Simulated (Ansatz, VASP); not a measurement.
**Two plane-wave programs on TiO2**

The input INCAR:

```
PREC = Accurate ; ENCUT = 520
EDIFF = 1E-7 ; ISMEAR = 0
SIGMA = 0.05 ; LREAL = False
LASPH = True ; NELM = 100
ALGO = Normal ; ISIF = 2
LWAVE = False ; LCHARG = True
GGA = PE ; LELF = True
LVHAR = True ; NBANDS = 33
```

File KPOINTS:

```
Automatic mesh
0
Gamma
  6 6 8
```

The input POSCAR:

```
TiO2
1.0
    4.4878074674      0.0234423812      0.0780306846
    0.0234423812      4.9569018716     -0.0875281074
    0.0498129739     -0.0558759077      3.0686738474
Ti O
2 4
Direct
    0.0005876300     -0.0007768495     -0.0174863095
    0.4985892106      0.4997834781      0.5014129253
    0.2928115495      0.3550692547      0.0300437201
    0.1876474541      0.7803511888      0.5022679875
    0.6838366858      0.6890318609     -0.0399132569
    0.8365274700      0.1765410671      0.5236749335
```

Input for Ansatz:

```yaml
crystal:
  lattice:
    - [4.4878074674, 0.0234423812, 0.0780306846]
    - [0.0234423812, 4.9569018716, -0.0875281074]
    - [0.0498129739, -0.0558759077, 3.0686738474]
  atoms:
    - { symbol: Ti, position: [0.00058763, -0.0007768495, -0.0174863095] }
    - { symbol: Ti, position: [0.4985892106, 0.4997834781, 0.5014129253] }
    - { symbol: O, position: [0.2928115495, 0.3550692547, 0.0300437201] }
    - { symbol: O, position: [0.1876474541, 0.7803511888, 0.5022679875] }
    - { symbol: O, position: [0.6838366858, 0.6890318609, -0.0399132569] }
    - { symbol: O, position: [0.83652747, 0.1765410671, 0.5236749335] }
basis:
  ecutwfc: 420
kpoints:
  mp_grid: { grid: [6, 6, 8] }
hamiltonian:
  xc: pbe
scf:
  occupations: { method: gaussian, width: 0.05 }
output:
  forces: true
  stress: true
  eigenvalues: true
  write_density: true
  write_potential: true
  elf: true
  volumetric_format: npy
```

Change from the starting cell: all atoms moved at random, sigma 0.1 Å a component, cell strained at random, sigma 0.03.

Alike in both runs: task single point; functional PBE; k mesh 6 × 6 × 8; occupations gaussian, width 0.05 eV; no spin polarisation.

```csv
,VASP,Ansatz
version,VASP 6.6.1,Ansatz 0.2.0
potentials or method,"VASP PAW PBE potentials, release 64 (Ti_sv, O), cutoff 520 eV","scalar-relativistic, plane waves, PAW"
valence electrons in the cell,48,48
```

```csv
,VASP,Ansatz,Ansatz less VASP
gap on the k mesh at the Fermi level (eV),1.74,1.76,+0.021
least direct gap on the mesh (eV),2.06,2.08,+0.019
pressure (GPa),-5.8,-6.4,-0.60
"traceless stress, the component that is largest in VASP (GPa)",7.35,7.59,+0.237
rms of the force components (eV/Å),0.971,0.956,-0.0147
```

Atom by atom the forces differ by 0.032 eV/Å (rms over components).
